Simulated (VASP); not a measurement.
# Pt (I4/mmm) in VASP: single point with PBE

Aim: the single point of Pt with PBE.

All numbers are computed with VASP 6.6.1; they aren't measurements. Logs are shortened: lines on timing, memory, paths and dates and some standing lists are left out, and cuts for length are marked.

## (1) The cell of the first run

Symmetry: I4/mmm, No. 139, tetragonal system. Conventional cell: a = 2.807 Å, b = 2.807 Å, c = 3.811 Å, α = 90.00°, β = 90.00°, γ = 90.00°. Within 3.6 Å of Pt (site symmetry 4/mmm) lie 12 Pt at 2.75 to 2.81 Å.

## (2) Single point, PBE

INCAR

```
  PREC = Accurate
  ENCUT = 520
  EDIFF = 1E-6
  ISMEAR = -1
  SIGMA = 0.02
  LREAL = False
  LASPH = True
  NELM = 60
  ALGO = Fast
  ISIF = 2
  LWAVE = False
  LCHARG = False
  GGA = PE
  NBANDS = 11
```

KPOINTS

```
regular mesh
0
Gamma
  24 24 24
```

POSCAR

```
Pt
1.0
    0.0000000000      1.9847238812      1.9053349259
    1.9847238812      0.0000000000      1.9053349259
    1.9847238812      1.9847238812      0.0000000000
Pt
1
Direct
    0.0000000000      0.0000000000      0.0000000000
```

Potentials or basis: VASP PAW PBE potentials, release 64 (Pt).

Command:

```
$ cat potpaw_PBE.64/Pt/POTCAR > POTCAR
$ mpirun -np 1 vasp_std > vasp.out
```

OUTCAR:

```text
PREC = Accurate
   ENCUT = 520
   EDIFF = 1E-6
   ISMEAR = -1
   LREAL = False
   LASPH = True
   NELM = 60
   ISIF = 2
   GGA = PE

 ion  position               nearest neighbor table
   1  0.000  0.000  0.000-

  LATTYP: Found a body centered tetragonal cell.
 ALAT       =     2.8068234304
 C/A-ratio  =     1.3576450198

  Lattice vectors:

 A1 = (   0.0000000000,  -1.9847238812,  -1.9053349259)
 A2 = (   0.0000000000,   1.9847238812,  -1.9053349259)
 A3 = (   1.9847238812,   0.0000000000,   1.9053349259)

Analysis of symmetry for initial positions (statically):
=====================================================================
 Subroutine PRICEL returns:
 Original cell was already a primitive cell.

 Routine SETGRP: Setting up the symmetry group for a
 body centered tetragonal supercell.

 Subroutine GETGRP returns: Found 16 space group operations
 (whereof 16 operations were pure point group operations)
 out of a pool of 16 trial point group operations.

The static configuration has the point symmetry D_4h.

Analysis of symmetry for dynamics (positions and initial velocities):
=====================================================================
 Subroutine PRICEL returns:
 Original cell was already a primitive cell.

 Routine SETGRP: Setting up the symmetry group for a
 body centered tetragonal supercell.

 Subroutine GETGRP returns: Found 16 space group operations
 (whereof 16 operations were pure point group operations)
 out of a pool of 16 trial point group operations.

The dynamic configuration has the point symmetry D_4h.

 Subroutine INISYM returns: Found 16 space group operations
 (whereof 16 operations are pure point group operations),
 and found     1 'primitive' translations

----------------------------------------------------------------------------------------

                                     Primitive cell

  volume of cell :      15.0107

  direct lattice vectors                    reciprocal lattice vectors
     0.000000000  1.984723881  1.905334926    -0.251924212  0.251924212  0.262421054
     1.984723881  0.000000000  1.905334926     0.251924212 -0.251924212  0.262421054
     1.984723881  1.984723881  0.000000000     0.251924212  0.251924212 -0.262421054

  length of vectors
     2.751259723  2.751259723  2.806823430     0.442488900  0.442488900  0.442488900

  position of ions in fractional coordinates (direct lattice)
     0.000000000  0.000000000  0.000000000

  ion indices of the primitive-cell ions
   primitive index   ion index
                 1           1

----------------------------------------------------------------------------------------

 KPOINTS: regular mesh

Automatic generation of k-mesh.
 Grid dimensions read from file:
 generate k-points for:   24   24   24

 Generating k-lattice:

  Cartesian coordinates                     Fractional coordinates (reciprocal lattice)
    -0.010496842  0.010496842  0.010934211     0.041666667 -0.000000000  0.000000000
     0.010496842 -0.010496842  0.010934211    -0.000000000  0.041666667  0.000000000
     0.010496842  0.010496842 -0.010934211     0.000000000  0.000000000  0.041666667

  Length of vectors
     0.018437038  0.018437038  0.018437038

  Shift w.r.t. Gamma in fractional coordinates (k-lattice)
     0.000000000  0.000000000  0.000000000

 Subroutine IBZKPT returns following result:
 ===========================================

 Found   1063 irreducible k-points:

 Following reciprocal coordinates:
            Coordinates               Weight
  0.000000  0.000000  0.000000      1.000000
  0.041667 -0.000000  0.000000      8.000000
  0.083333  0.000000  0.000000      8.000000
  0.125000  0.000000  0.000000      8.000000
  0.166667 -0.000000  0.000000      8.000000
  0.208333  0.000000  0.000000      8.000000
[... 16 lines left out ...]
  0.416667  0.041667  0.000000      8.000000
  0.458333  0.041667  0.000000      8.000000
 [... further k-points ...]
   k-points           NKPTS =   1063   k-points in BZ     NKDIM =   1063   number of bands    NBANDS=     11
   number of dos      NEDOS =    301   number of ions     NIONS =      1
   total plane-waves  NPLWV =   9600
   dimension x,y,z NGX =    20 NGY =   20 NGZ =   24
   dimension x,y,z NGXF=    40 NGYF=   40 NGZF=   48
   ions per type =               1
   NGX,Y,Z   is equivalent  to a cutoff of  12.09, 12.09, 14.22 a.u.
   NGXF,Y,Z  is equivalent  to a cutoff of  24.17, 24.17, 28.43 a.u.
 SYSTEM =  unknown system
   PREC   = accura    normal or accurate (medium, high low for compatibility)
   ISTART =      0    job   : 0-new  1-cont  2-samecut
   ICHARG =      2    charge: 1-file 2-atom 10-const
   ISPIN  =      1    spin polarized calculation?
   LNONCOLLINEAR =      F non collinear calculations
   LSORBIT =      F    spin-orbit coupling
   LASPH  =      T    aspherical Exc in radial PAW
   ENCUT  =  520.0 eV  38.22 Ry    6.18 a.u.   5.12  5.12  5.22*2*pi/ulx,y,z
   NELM   =     60;   NELMIN=  2; NELMDL= -5     # of ELM steps
   EDIFF  = 0.1E-05   stopping-criterion for ELM
   LREAL  =      F    real-space projection
   EDIFFG = 0.1E-04   stopping-criterion for IOM
   NSW    =      0    number of steps for IOM
   IBRION =     -1    ionic relax: 0-MD 1-quasi-New 2-CG
   NFREE  =      0    steps in history (QN), initial steepest desc. (CG)
   ISIF   =      2    stress and relaxation
   ISYM   =      2    0-nonsym 1-usesym 2-fastsym
   POTIM  = 0.5000    time-step for ionic-motion
   TEBEG  =    0.0;   TEEND  =   0.0 temperature during run
   PSTRESS=    0.0 pullay stress
   NELECT =      10.0000    total number of electrons
   NUPDOWN=      -1.0000    fix difference up-down
   EMIN   =  10.00;   EMAX   =-10.00  energy-range for DOS
   EFERMI =   0.00;   METHOD = LEGACY
   ISMEAR =    -1;   SIGMA  =   0.02  broadening in eV -4-tet -1-fermi 0-gaus
   EFERMI_NEDOS =   21; number of points for ismear=-14 and -15
   IALGO  =     68    algorithm
   IMIX   =      4    mixing-type and parameters
     AMIX     =   0.40;   BMIX     =  1.00
     AMIX_MAG =   1.60;   BMIX_MAG =  1.00
  volume/ion in A,a.u.               =      15.01       101.30
  Fermi-wavevector in a.u.,A,eV,Ry     =   1.429797  2.701924 27.814648  2.044319
  Thomas-Fermi vector in A             =   2.549712
   LORBIT       =      0    0 simple, 1 ext, 2 COOP (PROOUT), +10 PAW based schemes
   GGA     = PE    functional components
   LHFCALC =     F    Hartree Fock is set to
   AEXX    =    0.0000 exact exchange contribution
   IVDW    =     0    specifies the selected vdW correction
   LEPSILON=     F    determine dielectric tensor
   LRPA    =     F    only Hartree local field effects (RPA)
 non-spin polarized calculation
 RMM-DIIS sequential band-by-band and
  energy-cutoff  :      520.00
  volume of cell :       15.01
 maximum number of plane-waves:       428
   NGX = 11   NGY = 11   NGZ = 11

 number of electron      10.0000001 magnetization

 Free energy of the ion-electron system (eV)
  ---------------------------------------------------
  ext. energy  EPLUGINS =         0.00000000
  ---------------------------------------------------
  free energy    TOTEN  =        -6.07419656 eV

  energy without entropy =       -6.07151899  energy(sigma->0) =       -6.07285777

 E-fermi :  11.3363     XC(G=0): -13.5185

 val. band max:       11.3358937837   @ k =  -0.3750   0.1667   0.1250
 cond. band min:      11.3370320820   @ k =  -0.2500  -0.0000   0.1250
 fundamental gap:      0.0011382983
 Fermi energy:        11.3362966295

 k-point     1 :       0.0000    0.0000    0.0000
  band No.  band energies     occupation
      1       1.0866      2.00000
      2       7.3906      2.00000
      3       7.3906      2.00000
      4       7.8588      2.00000
      5       9.4258      2.00000
      6       9.9713      2.00000
      7      26.0100      0.00000
      8      30.6176      0.00000
      9      30.6176      0.00000
     10      31.7215      0.00000
     11      36.3816      0.00000

 k-point     2 :       0.0417   -0.0000    0.0000
  band No.  band energies     occupation
      1       1.1573      2.00000
      2       7.3810      2.00000
      3       7.4191      2.00000
      4       7.8641      2.00000
      5       9.4136      2.00000
      6       9.9508      2.00000
      7      26.1212      0.00000
      8      30.3867      0.00000
      9      30.7255      0.00000
     10      31.6561      0.00000
     11      36.8352      0.00000

 k-point     3 :       0.0833    0.0000    0.0000
  band No.  band energies     occupation
      1       1.3658      2.00000
      2       7.3386      2.00000
      3       7.4976      2.00000
      4       7.8965      2.00000
      5       9.3853      2.00000
      6       9.8966      2.00000
      7      26.4383      0.00000
      8      29.6067      0.00000
      9      31.0439      0.00000
     10      31.8187      0.00000
     11      37.7644      0.00000

 k-point     4 :       0.1250    0.0000    0.0000
  band No.  band energies     occupation
      1       1.7007      2.00000
      2       7.2537      2.00000
      3       7.6034      2.00000
      4       7.9723      2.00000
      5       9.3679      2.00000
      6       9.8305      2.00000
      7      26.9061      0.00000
      8      28.5198      0.00000
      9      31.5575      0.00000
     10      32.2835      0.00000
     11      37.6176      0.00000
[... 239 lines left out ...]
 k-point    22 :       0.3750    0.0417    0.0000
  band No.  band energies     occupation
      1       3.9749      2.00000
      2       7.4838      2.00000
      3       7.8601      2.00000
      4       8.4114      2.00000
      5      10.7104      2.00000
      6      10.9797      2.00000
      7      20.6678      0.00000
      8      26.4743      0.00000
      9      31.1298      0.00000
     10      32.7237      0.00000
     11      37.1654      0.00000

 k-point    23 :       0.4167    0.0417    0.0000
  band No.  band energies     occupation
      1       4.0316      2.00000
      2       7.3902      2.00000
      3       7.7642      2.00000
      4       9.1839      2.00000
      5      11.1502      1.99982
      6      11.2764      1.90462
      7      19.1871      0.00000
      8      26.0484      0.00000
      9      30.4329      0.00000
     10      31.7932      0.00000
     11      38.0355      0.00000

 k-point    24 :       0.4583    0.0417    0.0000
  band No.  band energies     occupation
      1       4.0421      2.00000
      2       7.3222      2.00000
      3       7.6951      2.00000
      4       9.8604      2.00000
      5      11.4677      0.00279
      6      11.5938      0.00001
      7      17.9528      0.00000
      8      25.7683      0.00000
      9      29.9982      0.00000
     10      31.0986      0.00000
     11      38.7952      0.00000

 [... further k-points ...]

------------------------ aborting loop because EDIFF is reached ----------------------------------------

  FORCE on cell =-STRESS in cart. coord.  units (eV):
  Direction    XX          YY          ZZ          XY          YZ          ZX
  --------------------------------------------------------------------------------------
  -------------------------------------------------------------------------------------
  Total        0.9186426      0.9186426      1.2446913      0.0000000     -0.0000000     -0.0000000
  in kB       98.0518169     98.0518169    132.8528021      0.0000000     -0.0000000     -0.0000000
  external PRESSURE =     109.6521453 kB  Pullay stress =       0.0000000 kB

 VOLUME and BASIS-vectors are now :
 -----------------------------------------------------------------------------
  energy-cutoff  :      520.00
  volume of cell :       15.01
      direct lattice vectors                 reciprocal lattice vectors
     0.000000000  1.984723881  1.905334926    -0.251924212  0.251924212  0.262421054
     1.984723881  0.000000000  1.905334926     0.251924212 -0.251924212  0.262421054
     1.984723881  1.984723881  0.000000000     0.251924212  0.251924212 -0.262421054

 POSITION                                       TOTAL-FORCE (eV/Angst)
 -----------------------------------------------------------------------------------
      0.00000      0.00000      0.00000         0.000000      0.000000      0.000000
 -----------------------------------------------------------------------------------
    total drift:                               -0.000000     -0.000000      0.000000

  FREE ENERGIE OF THE ION-ELECTRON SYSTEM (eV)
  ---------------------------------------------------
  free  energy   TOTEN  =        -6.0741965616 eV

  energy  without entropy=       -6.0715189861  energy(sigma->0) =       -6.07285777
```

Run time: 85 s. Hardware: 1 thread of Intel Xeon Platinum 8488C (Sapphire Rapids), shared host; peak memory 0.28 GiB.

What came out:

* Free energy: -6.0742 eV
* Pressure: 11.0 GPa
* Band gap on the k mesh: zero (bands 5 and 6 overlap by 2.43 eV)

Caveat: the cell stands under pressure; spin-orbit coupling is left out, which moves the levels of the heavy elements.
